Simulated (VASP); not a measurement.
# MoIr4 (P-6m2) in VASP: single point with PBE

Aim: the single point of MoIr4 with PBE.

All numbers are computed with VASP 6.6.1; they aren't measurements. Logs are shortened: lines on timing, memory, paths and dates and some standing lists are left out, and cuts for length are marked.

## (1) The cell of the first run

It takes space group P-6m2 (No. 187, hexagonal). The conventional cell has a = 3.476 Å, b = 3.476 Å, c = 7.100 Å, α = 90.00°, β = 90.00°, γ = 120.00°. Within 2.7 Å of Mo (site symmetry -6m2) lie 6 Ir at 2.01 Å. Ir (site symmetry -6m2) has 3 Ir at 2.01 Å and 3 Mo at 2.01 Å within 2.7 Å. Within 3.0 Å of Ir (site symmetry 3m) lie 2 Ir at 2.29 to 2.41 Å. Ir (site symmetry -6m2) has 5 Ir at 2.01 to 2.41 Å and 3 Mo at 2.01 Å within 2.7 Å.

The cell was generated, and may not be a known phase.

## (2) Single point, PBE

Input file INCAR:

```
SYSTEM = MoIr4
ALGO = Normal
EDIFF = 1E-6
ENCUT = 560
GGA = PE
GGA_COMPAT = .False.
ISIF = 2
ISMEAR = 0
LASPH = .True.
LCHARG = .False.
LREAL = .False.
LWAVE = .False.
NBANDS = 49
NELM = 120
PREC = Accurate
SIGMA = 0.1
```

Input file KPOINTS:

```
k-points
0
Gamma
  6 6 4
  0 0 0
```

Input file POSCAR:

```
MoIr4
1.0
    3.4760557900      0.0000000000      0.0000000000
   -1.7380278900      3.0103526200      0.0000000000
    0.0000000000      0.0000000000      7.0995900300
Mo Ir
1 4
Direct
    0.6666666700      0.3333333300      0.5000000000
    0.3333333300      0.6666666700      0.5000000000
    0.0000000000      0.0000000000      0.1609877800
    0.0000000000      0.0000000000      0.8390122200
    0.0000000000      0.0000000000      0.5000000000
```

Potentials or basis: VASP PAW PBE potentials, release 64 (Mo_sv, Ir_sv_GW).

Launch:

```bash
> cat potpaw_PBE.64/Mo_sv/POTCAR potpaw_PBE.64/Ir_sv_GW/POTCAR > POTCAR
> mpirun -np 1 vasp_std > vasp.out
```

OUTCAR:

```text
SYSTEM = MoIr4
   EDIFF = 1E-6
   ENCUT = 560
   GGA = PE
   ISIF = 2
   ISMEAR = 0
   LASPH = .True.
   LREAL = .False.
   NELM = 120
   PREC = Accurate

 ion  position               nearest neighbor table
   1  0.667  0.333  0.500-   5 2.01   2 2.01   2 2.01   5 2.01   5 2.01   2 2.01   4 3.13   3 3.13
                             4 3.13   3 3.13   4 3.13   3 3.13
   2  0.333  0.667  0.500-   5 2.01   1 2.01   1 2.01   5 2.01   5 2.01   1 2.01   4 3.13   3 3.13
                             3 3.13   4 3.13   3 3.13   4 3.13
   3  0.000  0.000  0.161-   4 2.29   5 2.41   1 3.13   2 3.13   2 3.13   1 3.13   1 3.13   2 3.13

   4  0.000  0.000  0.839-   3 2.29   5 2.41   1 3.13   2 3.13   2 3.13   1 3.13   1 3.13   2 3.13

   5  0.000  0.000  0.500-   1 2.01   2 2.01   2 2.01   1 2.01   1 2.01   2 2.01   3 2.41   4 2.41

  LATTYP: Found a hexagonal cell.
 ALAT       =     3.4760557900
 C/A-ratio  =     2.0424269514

  Lattice vectors:

 A1 = (   3.4760557900,   0.0000000000,   0.0000000000)
 A2 = (  -1.7380278900,   3.0103526200,   0.0000000000)
 A3 = (   0.0000000000,   0.0000000000,   7.0995900300)

Analysis of symmetry for initial positions (statically):
=====================================================================
 Subroutine PRICEL returns:
 Original cell was already a primitive cell.

 Routine SETGRP: Setting up the symmetry group for a
 hexagonal supercell.

 Subroutine GETGRP returns: Found 12 space group operations
 (whereof 12 operations were pure point group operations)
 out of a pool of 24 trial point group operations.

The static configuration has the point symmetry D_3h.

Analysis of symmetry for dynamics (positions and initial velocities):
=====================================================================
 Subroutine PRICEL returns:
 Original cell was already a primitive cell.

 Routine SETGRP: Setting up the symmetry group for a
 hexagonal supercell.

 Subroutine GETGRP returns: Found 12 space group operations
 (whereof 12 operations were pure point group operations)
 out of a pool of 24 trial point group operations.

The dynamic configuration has the point symmetry D_3h.

 Subroutine INISYM returns: Found 12 space group operations
 (whereof 12 operations are pure point group operations),
 and found     1 'primitive' translations

----------------------------------------------------------------------------------------

                                     Primitive cell

  volume of cell :      74.2912

  direct lattice vectors                    reciprocal lattice vectors
     3.476055790  0.000000000  0.000000000     0.287682379  0.166093499  0.000000000
    -1.738027890  3.010352620  0.000000000     0.000000000  0.332186998  0.000000000
     0.000000000  0.000000000  7.099590030     0.000000000  0.000000000  0.140853204

  length of vectors
     3.476055790  3.476055788  7.099590030     0.332186998  0.332186998  0.140853204

  position of ions in fractional coordinates (direct lattice)
     0.666666670  0.333333330  0.500000000
     0.333333330  0.666666670  0.500000000
     0.000000000  0.000000000  0.160987780
     0.000000000  0.000000000  0.839012220
     0.000000000  0.000000000  0.500000000

  ion indices of the primitive-cell ions
   primitive index   ion index
                 1           1
                 2           2
                 3           3
                 4           4
                 5           5

----------------------------------------------------------------------------------------

 KPOINTS: k-points

Automatic generation of k-mesh.
 Grid dimensions read from file:
 generate k-points for:    6    6    4

 Generating k-lattice:

  Cartesian coordinates                     Fractional coordinates (reciprocal lattice)
     0.047947063  0.027682250  0.000000000     0.166666667  0.000000000  0.000000000
     0.000000000  0.055364500  0.000000000     0.000000000  0.166666667  0.000000000
     0.000000000  0.000000000  0.035213301     0.000000000  0.000000000  0.250000000

  Length of vectors
     0.055364500  0.055364500  0.035213301

  Shift w.r.t. Gamma in fractional coordinates (k-lattice)
     0.000000000  0.000000000  0.000000000

 Subroutine IBZKPT returns following result:
 ===========================================

 Found     21 irreducible k-points:

 Following reciprocal coordinates:
            Coordinates               Weight
  0.000000  0.000000  0.000000      1.000000
  0.166667  0.000000  0.000000      6.000000
  0.333333  0.000000  0.000000      6.000000
  0.500000  0.000000  0.000000      3.000000
  0.166667  0.166667  0.000000      6.000000
  0.333333  0.166667  0.000000     12.000000
[... 13 lines left out ...]
  0.333333  0.166667  0.500000     12.000000
  0.333333  0.333333  0.500000      2.000000
   k-points           NKPTS =     21   k-points in BZ     NKDIM =     21   number of bands    NBANDS=     49
   number of dos      NEDOS =    301   number of ions     NIONS =      5
   total plane-waves  NPLWV =  43904
   dimension x,y,z NGX =    28 NGY =   28 NGZ =   56
   dimension x,y,z NGXF=    56 NGYF=   56 NGZF=  112
   ions per type =               1   4
   NGX,Y,Z   is equivalent  to a cutoff of  13.39, 13.39, 13.11 a.u.
   NGXF,Y,Z  is equivalent  to a cutoff of  26.78, 26.78, 26.23 a.u.
 SYSTEM =  MoIr4
   PREC   = accura    normal or accurate (medium, high low for compatibility)
   ISTART =      0    job   : 0-new  1-cont  2-samecut
   ICHARG =      2    charge: 1-file 2-atom 10-const
   ISPIN  =      1    spin polarized calculation?
   LNONCOLLINEAR =      F non collinear calculations
   LSORBIT =      F    spin-orbit coupling
   LASPH  =      T    aspherical Exc in radial PAW
   ENCUT  =  560.0 eV  41.16 Ry    6.42 a.u.   6.71  6.71 13.70*2*pi/ulx,y,z
   NELM   =    120;   NELMIN=  2; NELMDL= -5     # of ELM steps
   EDIFF  = 0.1E-05   stopping-criterion for ELM
   LREAL  =      F    real-space projection
   EDIFFG = 0.1E-04   stopping-criterion for IOM
   NSW    =      0    number of steps for IOM
   IBRION =     -1    ionic relax: 0-MD 1-quasi-New 2-CG
   NFREE  =      0    steps in history (QN), initial steepest desc. (CG)
   ISIF   =      2    stress and relaxation
   ISYM   =      2    0-nonsym 1-usesym 2-fastsym
   POTIM  = 0.5000    time-step for ionic-motion
   TEBEG  =    0.0;   TEEND  =   0.0 temperature during run
   PSTRESS=    0.0 pullay stress
   NELECT =      82.0000    total number of electrons
   NUPDOWN=      -1.0000    fix difference up-down
   EMIN   =  10.00;   EMAX   =-10.00  energy-range for DOS
   EFERMI =   0.00;   METHOD = LEGACY
   ISMEAR =     0;   SIGMA  =   0.10  broadening in eV -4-tet -1-fermi 0-gaus
   EFERMI_NEDOS =   21; number of points for ismear=-14 and -15
   IALGO  =     38    algorithm
   IMIX   =      4    mixing-type and parameters
     AMIX     =   0.40;   BMIX     =  1.00
     AMIX_MAG =   1.60;   BMIX_MAG =  1.00
  volume/ion in A,a.u.               =      14.86       100.27
  Fermi-wavevector in a.u.,A,eV,Ry     =   1.691870  3.197171 38.945644  2.862424
  Thomas-Fermi vector in A             =   2.773559
   LORBIT       =      0    0 simple, 1 ext, 2 COOP (PROOUT), +10 PAW based schemes
   GGA     = PE    functional components
   LHFCALC =     F    Hartree Fock is set to
   AEXX    =    0.0000 exact exchange contribution
   IVDW    =     0    specifies the selected vdW correction
   LEPSILON=     F    determine dielectric tensor
   LRPA    =     F    only Hartree local field effects (RPA)
 non-spin polarized calculation
 Gauss-broadening in eV      SIGMA  =   0.10
  energy-cutoff  :      560.00
  volume of cell :       74.29
 maximum number of plane-waves:      2256
 NGX is ok and might be reduce to    28
   NGX = 13   NGY = 13   NGZ = 27

 number of electron      82.0000000 magnetization

 Free energy of the ion-electron system (eV)
  ---------------------------------------------------
  ext. energy  EPLUGINS =         0.00000000
  ---------------------------------------------------
  free energy    TOTEN  =        -2.65942911 eV

  energy without entropy =       -2.61354084  energy(sigma->0) =       -2.63648498

 E-fermi :  12.0480     XC(G=0): -13.4030

 val. band max:       12.0375006229   @ k =   0.3333   0.3333   0.0000
 cond. band min:      12.0584886249   @ k =   0.1667   0.1667   0.2500
 fundamental gap:      0.0209880020
 Fermi energy:        12.0480143887

 k-point     1 :       0.0000    0.0000    0.0000
  band No.  band energies     occupation
      1     -83.8306      2.00000
      2     -82.4249      2.00000
      3     -79.7988      2.00000
      4     -79.7000      2.00000
      5     -50.8047      2.00000
      6     -43.3720      2.00000
[... 41 lines left out ...]
     48      16.5934      0.00000
     49      20.7412      0.00000

 k-point     2 :       0.1667    0.0000    0.0000
  band No.  band energies     occupation
      1     -83.7607      2.00000
      2     -82.5004      2.00000
      3     -79.7983      2.00000
      4     -79.7000      2.00000
      5     -50.9649      2.00000
      6     -43.6000      2.00000
[... 41 lines left out ...]
     48      16.1619      0.00000
     49      20.6786      0.00000

 k-point     3 :       0.3333    0.0000    0.0000
  band No.  band energies     occupation
      1     -83.5853      2.00000
      2     -82.6871      2.00000
      3     -79.7980      2.00000
      4     -79.6996      2.00000
      5     -51.3050      2.00000
      6     -43.9717      2.00000
[... 41 lines left out ...]
     48      16.8861      0.00000
     49      17.9242      0.00000

 k-point     4 :       0.5000    0.0000    0.0000
  band No.  band energies     occupation
      1     -83.4597      2.00000
      2     -82.8181      2.00000
      3     -79.7979      2.00000
      4     -79.6991      2.00000
      5     -51.4796      2.00000
      6     -44.1300      2.00000
[... 821 lines left out ...]
     48      16.5985      0.00000
     49      18.6553      0.00000

 k-point    20 :       0.3333    0.1667    0.5000
  band No.  band energies     occupation
      1     -83.4579      2.00000
      2     -82.8195      2.00000
      3     -79.7983      2.00000
      4     -79.6985      2.00000
      5     -51.5146      2.00000
      6     -43.5764      2.00000
[... 41 lines left out ...]
     48      17.7711      0.00000
     49      18.2844      0.00000

 k-point    21 :       0.3333    0.3333    0.5000
  band No.  band energies     occupation
      1     -83.3660      2.00000
      2     -82.9141      2.00000
      3     -79.7984      2.00000
      4     -79.6983      2.00000
      5     -51.6412      2.00000
      6     -42.7827      2.00000
[... 41 lines left out ...]
     48      16.1474      0.00000
     49      16.6108      0.00000

------------------------ aborting loop because EDIFF is reached ----------------------------------------

  FORCE on cell =-STRESS in cart. coord.  units (eV):
  Direction    XX          YY          ZZ          XY          YZ          ZX
  --------------------------------------------------------------------------------------
  -------------------------------------------------------------------------------------
  Total      177.2156769    177.2156770     24.2003797      0.0000003     -0.0000000      0.0000000
  in kB     3821.8649898   3821.8649920    521.9097181      0.0000063     -0.0000000      0.0000000
  external PRESSURE =    2721.8799000 kB  Pullay stress =       0.0000000 kB

 VOLUME and BASIS-vectors are now :
 -----------------------------------------------------------------------------
  energy-cutoff  :      560.00
  volume of cell :       74.29
      direct lattice vectors                 reciprocal lattice vectors
     3.476055790  0.000000000  0.000000000     0.287682379  0.166093499  0.000000000
    -1.738027890  3.010352620  0.000000000     0.000000000  0.332186998  0.000000000
     0.000000000  0.000000000  7.099590030     0.000000000  0.000000000  0.140853204

 POSITION                                       TOTAL-FORCE (eV/Angst)
 -----------------------------------------------------------------------------------
      1.73803      1.00345      3.54980        -0.000000      0.000000     -0.000000
     -0.00000      2.00690      3.54980         0.000000     -0.000000     -0.000000
      0.00000      0.00000      1.14295        -0.000000      0.000000     -1.320807
      0.00000      0.00000      5.95664        -0.000000      0.000000      1.320807
      0.00000      0.00000      3.54980        -0.000000      0.000000     -0.000000
 -----------------------------------------------------------------------------------
    total drift:                                0.000051     -0.000029      0.000000

  FREE ENERGIE OF THE ION-ELECTRON SYSTEM (eV)
  ---------------------------------------------------
  free  energy   TOTEN  =        -2.6594291102 eV

  energy  without entropy=       -2.6135408437  energy(sigma->0) =       -2.63648498
```

Run time: 2 min. Hardware: 1 thread of Intel Xeon Platinum 8375C at 2.90GHz (Ice Lake), shared host; peak memory 0.24 GiB.

Results:

```
Free energy            : -2.6594 eV
Pressure               : 272.2 GPa
Largest force          : 1.321 eV/Å
Band gap on the k mesh : zero (bands 41 and 42 overlap by 2.27 eV)
```

Forces on the atoms (eV/Å):
```
Mo   0.000  0.000  0.000
Ir   0.000  0.000  0.000
Ir   0.000  0.000 -1.321
Ir   0.000  0.000  1.321
Ir   0.000  0.000  0.000
```

Levels at points of the mesh, in eV from the Fermi level:
```csv
k point,band 39,band 40,band 41,band 42,band 43,band 44,band 45,band 46
"(0.00, 0.00, 0.00)",-1.93,-1.60,-1.11,-1.11,-0.63,0.40,0.40,1.21
"(0.50, 0.00, 0.00)",-0.15,-0.08,0.09,0.42,0.72,1.34,1.50,2.94
"(0.00, 0.00, 0.50)",-1.85,-1.25,-1.25,-0.86,-0.22,-0.22,-0.04,1.45
"(0.50, 0.00, 0.50)",-0.02,-0.01,0.37,0.82,1.11,1.34,1.45,1.69
```

Caveat: atoms lie so close that the PAW spheres overlap strongly, which falsifies energies and pressures; the stress differs along the axes, from 52 to 382 GPa; spin-orbit coupling is left out, which moves the levels of the heavy elements; forces of over 1 eV/Å act on the atoms, so gaps and moduli don't describe the material at rest.

The gap in the log of VASP goes by the Fermi energy; the results here count the filled bands.